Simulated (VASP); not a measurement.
# BeS4 (P6/mmm) in VASP: notebook

BeS4 is run at these levels: PBE; tasks: single point, relaxation of cell and atoms.

Everything below comes from runs of VASP 6.6.1. Logs are shortened: lines on timing, memory, paths and dates and some standing lists are left out, and cuts for length are marked.

## Step 1: The cell of the first run

Symmetry: P6/mmm, No. 191, hexagonal system. Conventional cell: a = 4.771 Å, b = 4.771 Å, c = 5.029 Å, α = 90.00°, β = 90.00°, γ = 120.00°. Be (site symmetry 6/mmm) has 12 S at 3.16 Å within 4.2 Å. S (site symmetry 3m) has 1 S at 1.94 Å within 2.6 Å.

The cell was built from a structure type or drawn by symmetry, and may not be a known phase.

## Step 2: Single point, PBE

INCAR

```
ALGO = Normal
EDIFF = 1E-6
ENCUT = 520
GGA = PE
ISIF = 2
ISMEAR = 0
LASPH = True
LCHARG = False
LREAL = False
LWAVE = False
NBANDS = 21
NELM = 100
PREC = Accurate
SIGMA = 0.1
```

KPOINTS

```
k-points
0
Gamma
  6 6 4
```

POSCAR

```
BeS4
1.0
    4.7706076900      0.0000000000      0.0000000000
   -2.3853038500      4.1314674500      0.0000000000
    0.0000000000      0.0000000000      5.0288619300
Be S
1 4
Direct
    0.0000000000      0.0000000000      0.0000000000
    0.3333333300      0.6666666700      0.6925032900
    0.3333333300      0.6666666700      0.3074967100
    0.6666666700      0.3333333300      0.3074967100
    0.6666666700      0.3333333300      0.6925032900
```

Potentials or basis: VASP PAW PBE potentials, release 64 (Be, S).

Command:

```sh
> cat potpaw_PBE.64/Be/POTCAR potpaw_PBE.64/S/POTCAR > POTCAR
> mpirun -np 1 vasp_std > vasp.out
```

OUTCAR:

```text
EDIFF = 1E-6
   ENCUT = 520
   GGA = PE
   ISIF = 2
   ISMEAR = 0
   LASPH = True
   LREAL = False
   NELM = 100
   PREC = Accurate

 ion  position               nearest neighbor table
   1  0.000  0.000  0.000-
   2  0.333  0.667  0.693-   3 1.94   5 2.75   5 2.75   5 2.75
   3  0.333  0.667  0.307-   2 1.94   4 2.75   4 2.75   4 2.75
   4  0.667  0.333  0.307-   5 1.94   3 2.75   3 2.75   3 2.75
   5  0.667  0.333  0.693-   4 1.94   2 2.75   2 2.75   2 2.75

  LATTYP: Found a hexagonal cell.
 ALAT       =     4.7706076900
 C/A-ratio  =     1.0541344535

  Lattice vectors:

 A1 = (   4.7706076900,   0.0000000000,   0.0000000000)
 A2 = (  -2.3853038500,   4.1314674500,   0.0000000000)
 A3 = (   0.0000000000,   0.0000000000,   5.0288619300)

Analysis of symmetry for initial positions (statically):
=====================================================================
 Subroutine PRICEL returns:
 Original cell was already a primitive cell.

 Routine SETGRP: Setting up the symmetry group for a
 hexagonal supercell.

 Subroutine GETGRP returns: Found 24 space group operations
 (whereof 24 operations were pure point group operations)
 out of a pool of 24 trial point group operations.

The static configuration has the point symmetry D_6h.

Analysis of symmetry for dynamics (positions and initial velocities):
=====================================================================
 Subroutine PRICEL returns:
 Original cell was already a primitive cell.

 Routine SETGRP: Setting up the symmetry group for a
 hexagonal supercell.

 Subroutine GETGRP returns: Found 24 space group operations
 (whereof 24 operations were pure point group operations)
 out of a pool of 24 trial point group operations.

The dynamic configuration has the point symmetry D_6h.

 Subroutine INISYM returns: Found 24 space group operations
 (whereof 24 operations are pure point group operations),
 and found     1 'primitive' translations

----------------------------------------------------------------------------------------

                                     Primitive cell

  volume of cell :      99.1169

  direct lattice vectors                    reciprocal lattice vectors
     4.770607690  0.000000000  0.000000000     0.209616901  0.121022375  0.000000000
    -2.385303850  4.131467450  0.000000000     0.000000000  0.242044749  0.000000000
     0.000000000  0.000000000  5.028861930     0.000000000  0.000000000  0.198852149

  length of vectors
     4.770607690  4.770607692  5.028861930     0.242044749  0.242044749  0.198852149

  position of ions in fractional coordinates (direct lattice)
     0.000000000  0.000000000  0.000000000
     0.333333330  0.666666670  0.692503290
     0.333333330  0.666666670  0.307496710
     0.666666670  0.333333330  0.307496710
     0.666666670  0.333333330  0.692503290

  ion indices of the primitive-cell ions
   primitive index   ion index
                 1           1
                 2           2
                 3           3
                 4           4
                 5           5

----------------------------------------------------------------------------------------

 KPOINTS: k-points

Automatic generation of k-mesh.
 Grid dimensions read from file:
 generate k-points for:    6    6    4

 Generating k-lattice:

  Cartesian coordinates                     Fractional coordinates (reciprocal lattice)
     0.034936150  0.020170396  0.000000000     0.166666667  0.000000000  0.000000000
     0.000000000  0.040340791  0.000000000     0.000000000  0.166666667  0.000000000
     0.000000000  0.000000000  0.049713037     0.000000000  0.000000000  0.250000000

  Length of vectors
     0.040340791  0.040340791  0.049713037

  Shift w.r.t. Gamma in fractional coordinates (k-lattice)
     0.000000000  0.000000000  0.000000000

 Subroutine IBZKPT returns following result:
 ===========================================

 Found     21 irreducible k-points:

 Following reciprocal coordinates:
            Coordinates               Weight
  0.000000  0.000000  0.000000      1.000000
  0.166667  0.000000  0.000000      6.000000
  0.333333  0.000000  0.000000      6.000000
  0.500000  0.000000  0.000000      3.000000
  0.166667  0.166667  0.000000      6.000000
  0.333333  0.166667  0.000000     12.000000
[... 13 lines left out ...]
  0.333333  0.166667  0.500000     12.000000
  0.333333  0.333333  0.500000      2.000000
   k-points           NKPTS =     21   k-points in BZ     NKDIM =     21   number of bands    NBANDS=     21
   number of dos      NEDOS =    301   number of ions     NIONS =      5
   total plane-waves  NPLWV =  51840
   dimension x,y,z NGX =    36 NGY =   36 NGZ =   40
   dimension x,y,z NGXF=    72 NGYF=   72 NGZF=   80
   ions per type =               1   4
   NGX,Y,Z   is equivalent  to a cutoff of  12.55, 12.55, 13.22 a.u.
   NGXF,Y,Z  is equivalent  to a cutoff of  25.09, 25.09, 26.45 a.u.
 SYSTEM =  unknown system
[... 88 lines left out ...]

 k-point     3 :       0.3333    0.0000    0.0000
  band No.  band energies     occupation
      1     -12.2349      2.00000
      2     -10.8380      2.00000
      3      -6.8354      2.00000
      4      -5.1716      2.00000
      5      -2.6794      2.00000
      6      -2.0220      2.00000
[... 13 lines left out ...]
     20      10.3348      0.00000
     21      10.9241      0.00000

 k-point     4 :       0.5000    0.0000    0.0000
  band No.  band energies     occupation
      1     -11.9678      2.00000
      2     -11.1792      2.00000
      3      -6.5225      2.00000
      4      -5.5992      2.00000
      5      -2.3515      2.00000
      6      -2.1445      2.00000
[... 13 lines left out ...]
     20      10.1338      0.00000
     21      10.7799      0.00000

 k-point     5 :       0.1667    0.1667    0.0000
  band No.  band energies     occupation
      1     -12.3288      2.00000
      2     -10.7055      2.00000
      3      -6.9443      2.00000
      4      -5.0011      2.00000
      5      -2.7850      2.00000
      6      -2.0973      2.00000
[... 13 lines left out ...]
     20      10.1643      0.00000
     21      10.6280      0.00000

 k-point     6 :       0.3333    0.1667    0.0000
  band No.  band energies     occupation
      1     -11.9710      2.00000
      2     -11.1742      2.00000
      3      -6.5288      2.00000
      4      -5.5876      2.00000
      5      -2.5410      2.00000
      6      -2.3243      2.00000
[... 13 lines left out ...]
     20      10.1431      0.00000
     21      10.7262      0.00000

 k-point     7 :       0.3333    0.3333    0.0000
  band No.  band energies     occupation
      1     -11.5895      2.00000
      2     -11.5895      2.00000
      3      -6.0826      2.00000
      4      -6.0826      2.00000
      5      -2.7266      2.00000
      6      -2.0240      2.00000
[... 13 lines left out ...]
     20      10.4058      0.00000
     21      10.4058      0.00000
[... 219 lines left out ...]
      1     -12.0505      2.00000
      2     -10.6892      2.00000
      3      -7.8461      2.00000
      4      -6.0978      2.00000
      5      -1.6827      2.00000
      6      -1.0181      2.00000
[... 13 lines left out ...]
     20       9.1552      0.00000
     21      11.7595      0.00000

 k-point    18 :       0.5000    0.0000    0.5000
  band No.  band energies     occupation
      1     -11.7905      2.00000
      2     -11.0206      2.00000
      3      -7.5135      2.00000
      4      -6.5508      2.00000
      5      -1.7911      2.00000
      6      -1.0090      2.00000
[... 13 lines left out ...]
     20       9.8299      0.00000
     21      11.6518      0.00000

 k-point    19 :       0.1667    0.1667    0.5000
  band No.  band energies     occupation
      1     -12.1420      2.00000
      2     -10.5606      2.00000
      3      -7.9615      2.00000
      4      -5.9172      2.00000
      5      -1.7522      2.00000
      6      -0.8244      2.00000
[... 13 lines left out ...]
     20       9.4534      0.00000
     21      11.4957      0.00000

 k-point    20 :       0.3333    0.1667    0.5000
  band No.  band energies     occupation
      1     -11.7933      2.00000
      2     -11.0163      2.00000
      3      -7.5219      2.00000
      4      -6.5343      2.00000
      5      -2.0484      2.00000
      6      -0.5373      2.00000
[... 13 lines left out ...]
     20       9.7150      0.00000
     21      11.5754      0.00000

 k-point    21 :       0.3333    0.3333    0.5000
  band No.  band energies     occupation
      1     -11.4213      2.00000
      2     -11.4213      2.00000
      3      -7.0523      2.00000
      4      -7.0523      2.00000
      5      -2.2607      2.00000
      6      -0.2760      2.00000
[... 13 lines left out ...]
     20       9.8952      0.00000
     21      11.2706      0.00000

------------------------ aborting loop because EDIFF is reached ----------------------------------------

  FORCE on cell =-STRESS in cart. coord.  units (eV):
  Direction    XX          YY          ZZ          XY          YZ          ZX
  --------------------------------------------------------------------------------------
  -------------------------------------------------------------------------------------
  Total        4.2668006      4.2668006     -3.1017594     -0.0000000      0.0000000     -0.0000000
  in kB       68.9707861     68.9707861    -50.1384541     -0.0000001      0.0000000     -0.0000000
  external PRESSURE =      29.2677060 kB  Pullay stress =       0.0000000 kB

 VOLUME and BASIS-vectors are now :
 -----------------------------------------------------------------------------
  energy-cutoff  :      520.00
  volume of cell :       99.12
      direct lattice vectors                 reciprocal lattice vectors
     4.770607690  0.000000000  0.000000000     0.209616901  0.121022375  0.000000000
    -2.385303850  4.131467450  0.000000000     0.000000000  0.242044749  0.000000000
     0.000000000  0.000000000  5.028861930     0.000000000  0.000000000  0.198852149

 POSITION                                       TOTAL-FORCE (eV/Angst)
 -----------------------------------------------------------------------------------
      0.00000      0.00000      0.00000        -0.000000      0.000000     -0.000000
     -0.00000      2.75431      3.48250        -0.000000      0.000000     -0.297407
     -0.00000      2.75431      1.54636        -0.000000      0.000000      0.297407
      2.38530      1.37716      1.54636         0.000000      0.000000      0.297407
      2.38530      1.37716      3.48250         0.000000     -0.000000     -0.297407
 -----------------------------------------------------------------------------------
    total drift:                                0.000000     -0.000000      0.000000

  FREE ENERGIE OF THE ION-ELECTRON SYSTEM (eV)
  ---------------------------------------------------
  free  energy   TOTEN  =       -16.3852635152 eV

  energy  without entropy=      -16.3791873063  energy(sigma->0) =      -16.38222541
```

Wall time 31 s (1 thread of AMD EPYC 7R13 (Zen 3), shared host); peak memory 0.19 GiB.

What came out:

| Item | Value |
| --- | --- |
| Free energy | -16.3853 eV |
| Pressure | 2.9 GPa |
| Largest force | 0.297 eV/Å |
| Band gap on the k mesh | zero (bands 13 and 14 overlap by 1.15 eV) |

Forces on the atoms (eV/Å):
```
Be   0.000  0.000  0.000
S    0.000  0.000 -0.297
S    0.000  0.000  0.297
S    0.000  0.000  0.297
S    0.000  0.000 -0.297
```

Stress tensor (GPa, compression positive):
```
 6.90  0.00  0.00
 0.00  6.90  0.00
 0.00  0.00 -5.01
```

Levels at points of the mesh, in eV from the Fermi level:
```csv
k point,band 9,band 10,band 11,band 12,band 13,band 14,band 15,band 16,band 17,band 18
"(0.00, 0.00, 0.00)",-3.04,-3.04,-2.35,-2.35,-0.17,0.85,0.85,3.28,3.28,3.29
"(0.50, 0.00, 0.00)",-2.87,-2.57,-1.94,-1.34,-0.49,1.13,1.98,2.19,3.81,4.00
"(0.00, 0.00, 0.50)",-3.14,-3.14,-2.54,-2.54,-1.20,-0.71,-0.71,1.57,2.09,3.48
"(0.50, 0.00, 0.50)",-3.72,-3.64,-2.26,-1.14,0.35,0.73,0.99,1.64,2.51,2.71
```

## Step 3: Single point, PBE

This run uses another cell than the first one, of 22.04 Å³/atom.

INCAR

```
PREC     = Accurate       # precision mode
ENCUT    = 520            # plane-wave cutoff, eV
EDIFF    = 1E-6           # SCF threshold, eV
ISMEAR   = 0              # smearing method
SIGMA    = 0.1            # smearing width, eV
LREAL    = F              # projectors in reciprocal space
LASPH    = T              # aspherical terms in the spheres
NELM     = 60             # most SCF steps
ALGO     = Normal         # electronic algorithm
ISIF     = 2              # what is computed and relaxed
LWAVE    = F              # write WAVECAR
LCHARG   = T              # write CHGCAR
GGA      = PE             # functional
LELF     = T              # ELF
LVHAR    = T            
NBANDS   = 21             # bands
```

KPOINTS

```
Automatic mesh
0
Gamma
  6 6 4
```

POSCAR

```
BeS4
1.0
    5.0924256513      0.0000000031      0.0000000000
   -2.5462128283      4.4101699794      0.0000000000
    0.0000000000      0.0000000000      4.9074409893
Be S
1 4
Direct
    0.0000000000      0.0000000000      0.0000000000
    0.3333333333      0.6666666667      0.6955791942
    0.3333333333      0.6666666667      0.3044208058
    0.6666666667      0.3333333333      0.3044208058
    0.6666666667      0.3333333333      0.6955791942
```

Potentials or basis: VASP PAW PBE potentials, release 64 (Be, S).

Command:

```sh
> cat potpaw_PBE.64/Be/POTCAR potpaw_PBE.64/S/POTCAR > POTCAR
> mpirun -np 1 vasp_std > vasp.out
```

Run time: 34 s. Hardware: 1 thread of AMD EPYC 7R13 (Zen 3), shared host; peak memory 0.2 GiB.

It converged, with:

* Free energy: -16.6896 eV
* Pressure: -0.4 GPa
* Largest force: 0.235 eV/Å
* Band gap on the k mesh: zero (bands 13 and 14 overlap by 1.03 eV)

Forces on the atoms (eV/Å):
```
Be   0.000  0.000  0.000
S    0.000  0.000 -0.235
S    0.000  0.000  0.235
S    0.000  0.000  0.235
S    0.000  0.000 -0.235
```

Stress tensor (GPa, compression positive):
```
-0.04  0.00  0.00
 0.00 -0.04  0.00
 0.00  0.00 -1.17
```

Levels at points of the mesh, in eV from the Fermi level:
```
           k point  band 10  band 11  band 12  band 13  band 14  band 15  band 16  band 17
(0.00, 0.00, 0.00)    -3.04    -1.54    -1.54    -0.48     1.00     1.00     3.22     3.22
(0.50, 0.00, 0.00)    -1.93    -1.89    -1.29    -0.42     0.97     1.86     2.39     3.62
(0.00, 0.00, 0.50)    -2.57    -2.53    -2.53    -0.74    -0.53    -0.53     1.75     2.03
(0.50, 0.00, 0.50)    -3.18    -2.53    -1.65     0.06     1.16     1.18     1.47     2.54
```

## Step 4: Relaxation of cell and atoms, PBE

INCAR

```
PREC = Accurate
ENCUT = 600
EDIFF = 1E-7
ISMEAR = 0
SIGMA = 0.1
LREAL = F
LASPH = T
NELM = 80
ALGO = Normal
ISIF = 3
LWAVE = F
LCHARG = F
GGA = PE
IBRION = 2
NSW = 90
EDIFFG = -0.04
```

KPOINTS is that of step 3.

POSCAR

```
BeS4
1.0
    4.7706076900      0.0000000000      0.0000000000
   -2.3853038500      4.1314674500      0.0000000000
    0.0000000000      0.0000000000      5.0288619300
Be S
1 4
Direct
    0.0000000000      0.0000000000      0.0000000000
    0.3333333300      0.6666666700      0.6925032900
    0.3333333300      0.6666666700      0.3074967100
    0.6666666700      0.3333333300      0.3074967100
    0.6666666700      0.3333333300      0.6925032900
```

Command:

```sh
> cat potpaw_PBE.64/Be/POTCAR potpaw_PBE.64/S/POTCAR > POTCAR
> mpirun -np 1 vasp_std > vasp.out
```

Run time: 2.3 min. Hardware: 1 thread of AMD EPYC 7R13 (Zen 3), shared host; peak memory 0.22 GiB.

It converged, with:

| Item | Value |
| --- | --- |
| Free energy | -16.6913 eV |
| Relaxed volume | 22.13 Å³/atom |
| Relaxed cell | a = 5.097 Å, b = 5.097 Å, c = 4.916 Å, α = 90.00°, β = 90.00°, γ = 120.00° |
| Space group after relaxing (to 0.1 Å) | P6/mmm (No. 191) |
| Energy gained by relaxing | 61.0 meV/atom |
| Ionic steps | 6 |
| Pressure after relaxing | 0.0 GPa |
| Largest force after relaxing | 0.023 eV/Å |
| Band gap on the k mesh | zero (bands 13 and 14 overlap by 1.01 eV) |

Forces in eV/Å, atoms in the order of the input:
```
Be   0.000  0.000  0.000
S    0.000  0.000  0.023
S    0.000  0.000 -0.023
S    0.000  0.000 -0.023
S    0.000  0.000  0.023
```

Stress tensor (GPa, compression positive):
```
-0.07  0.00  0.00
 0.00 -0.07  0.00
 0.00  0.00  0.17
```

The path:
```tsv
step	energy change (eV)	largest force (eV/Å)	pressure (GPa)	volume (Å³)
1	0.0000	0.2978	2.95	99.12
2	-0.1686	1.7475	4.90	104.28
3	-0.1883	1.1372	4.28	103.12
4	-0.3030	0.0125	0.25	109.39
5	-0.3039	0.1227	-0.12	110.08
6	-0.3051	0.0234	0.01	110.63
```

Final structure:
```
CELL_PARAMETERS angstrom
5.09731 0.00000 0.00000
-2.54865 4.41440 0.00000
0.00000 0.00000 4.91635
ATOMIC_POSITIONS crystal
Be 0.00000 0.00000 0.00000
S 0.33333 0.66667 0.69414
S 0.33333 0.66667 0.30586
S 0.66667 0.33333 0.30586
S 0.66667 0.33333 0.69414
```

Levels at points of the mesh, in eV from the Fermi level:
| k point | band 10 | band 11 | band 12 | band 13 | band 14 | band 15 | band 16 | band 17 |
| --- | --- | --- | --- | --- | --- | --- | --- | --- |
| (0.00, 0.00, 0.00) | -3.08 | -1.53 | -1.53 | -0.47 | 1.00 | 1.00 | 3.20 | 3.20 |
| (0.50, 0.00, 0.00) | -1.95 | -1.92 | -1.28 | -0.44 | 0.97 | 1.86 | 2.38 | 3.61 |
| (0.00, 0.00, 0.50) | -2.63 | -2.49 | -2.49 | -0.74 | -0.50 | -0.50 | 1.83 | 2.02 |
| (0.50, 0.00, 0.50) | -3.15 | -2.59 | -1.72 | 0.08 | 1.16 | 1.20 | 1.53 | 2.53 |

## Step 5: The runs side by side

```tsv
task	cell	cutoff (eV)	gap on the mesh (eV)	pressure (GPa)	largest force (eV/Å)
single point	a = 4.771, b = 4.771, c = 5.029 Å, angles 90.0, 90.0, 120.0°, 5 atoms, atomic positions A	520	none	2.9	0.30
single point	a = 5.092, b = 5.092, c = 4.907 Å, angles 90.0, 90.0, 120.0°, 5 atoms, atomic positions B	520	none	-0.4	0.24
relaxation of cell and atoms	relaxed from a = 4.771, b = 4.771, c = 5.029 Å, angles 90.0, 90.0, 120.0°, 5 atoms, atomic positions A	600	none	0.0	0.02
```

Alike in all rows: level PBE; potentials or basis VASP PAW PBE potentials, release 64 (Be, S); no spin polarisation; k mesh 6 × 6 × 4; smearing gaussian 0.1 eV.

Total energies depend on the potentials used, so only differences within one code and one set of settings carry meaning.
